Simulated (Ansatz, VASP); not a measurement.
**Cu2As in VASP and in Ansatz**

Contents of INCAR:

```
SYSTEM = Cu2As
  PREC = Accurate
  ENCUT = 600
  EDIFF = 1E-6
  ISMEAR = 0
  SIGMA = 0.1
  LREAL = .FALSE.
  LASPH = .TRUE.
  NELM = 100
  ALGO = Normal
  ISIF = 3
  LWAVE = .FALSE.
  LCHARG = .FALSE.
  IBRION = 2
  NSW = 100
  EDIFFG = -0.002
```

Contents of KPOINTS:

```
Automatic mesh
0
G
  10 10 6
  0 0 0
```

The input POSCAR:

```
Cu2As
1.0
    3.7221325366      0.0000000000      0.0000000000
    0.0000000000      3.7221325366      0.0000000000
    0.0000000000      0.0000000000      5.7391004153
Cu As
4 2
Direct
    0.0000000000      0.0000000000      0.0000000000
    0.5000000000      0.5000000000      0.0000000000
    0.0000000000      0.5000000000      0.2950247069
    0.5000000000      0.0000000000      0.7049752931
    0.0000000000      0.5000000000      0.7088609528
    0.5000000000      0.0000000000      0.2911390472
```

Input for Ansatz:

```yaml
crystal:
  lattice:
    - [3.7221325366, 0.0, 0.0]
    - [0.0, 3.7221325366, 0.0]
    - [0.0, 0.0, 5.7391004153]
  atoms:
    - { symbol: Cu, position: [0.0, 0.0, 0.0] }
    - { symbol: Cu, position: [0.5, 0.5, 0.0] }
    - { symbol: Cu, position: [0.0, 0.5, 0.2950247069] }
    - { symbol: Cu, position: [0.5, 0.0, 0.7049752931] }
    - { symbol: As, position: [0.0, 0.5, 0.7088609528] }
    - { symbol: As, position: [0.5, 0.0, 0.2911390472] }
basis:
  ecutwfc: 420
kpoints:
  mp_grid: { grid: [10, 10, 6] }
hamiltonian:
  xc: lda
scf:
  occupations: { method: gaussian, width: 0.1 }
output:
  forces: true
  stress: true
  eigenvalues: true
relax:
  adjacent_minimum: "off"
  f_tol: 0.002
  max_steps: 80
  cell: { stress_tol: 0.02 }
```

Alike in both runs: task relaxation of cell and atoms; functional LDA; k mesh 10 × 10 × 6; occupations gaussian, width 0.1 eV; no spin polarisation.

|  | VASP | Ansatz |
| --- | --- | --- |
| version | VASP 6.6.1 | Ansatz 0.2.0 |
| potentials or method | VASP PAW LDA potentials, release 64 (Cu, As), cutoff 600 eV | scalar-relativistic, plane waves, PAW |
| valence electrons in the cell | 54 | 106 |

```csv
,VASP,Ansatz,Ansatz less VASP
"gap on the k mesh at the Fermi level, each at its own relaxed structure (eV)",none,none,-
relaxed volume (Å³/atom),13.30,13.25,-0.051
relaxed cell length with the largest relative difference (Å),5.788,5.774,-0.0139
```

LDA's correlation is that of Perdew and Zunger in VASP and of Perdew and Wang (1992) in Ansatz. A gap of «none» marks a metal or a gap that the smearing closes. VASP's potentials hold 54 valence electrons a cell and Ansatz's 106, so a difference there can come from the potentials and not from the codes.
